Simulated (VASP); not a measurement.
Runs of VASP 6.6.1 on MnH4. The structure is that of space group P-3m1 (No. 164), or close to it. The cells are those of the table. 

```csv
task,cell,k mesh,cutoff (eV),gap on the mesh (eV),pressure (GPa),moment (μB),largest force (eV/Å)
single point,"a = 2.422, b = 2.422, c = 8.151 Å, angles 90.0, 90.0, 120.0°, 5 atoms",12 × 12 × 2,520,none,0.1,1.67,-
relaxation of cell and atoms,"relaxed from a = 2.417, b = 2.417, c = 7.772 Å, angles 90.0, 90.0, 120.0°, 5 atoms",12 × 12 × 2,600,none,0.1,1.81,0.03
single point,"a = 2.428, b = 2.428, c = 8.684 Å, angles 90.0, 90.0, 120.0°, 5 atoms",18 × 18 × 6,520,none,(a),1.74,0.01
single point,"a = 2.417, b = 2.417, c = 7.772 Å, angles 90.0, 90.0, 120.0°, 5 atoms",12 × 12 × 2,520,none,-0.2,(c),(b)
```

Alike in all rows: level PBE; potentials or basis VASP PAW PBE potentials, release 64 (Mn_pv, H); spin collinear, ferromagnetic start; smearing gaussian 0.1 eV.

**Question.** Fill in the values left out.

**Answer.** (a) 0.0; (b) 0.42; (c) 1.51.

Caveats: some runs use coarse meshes.

A gap of «none» marks levels without a gap at the run's occupations.
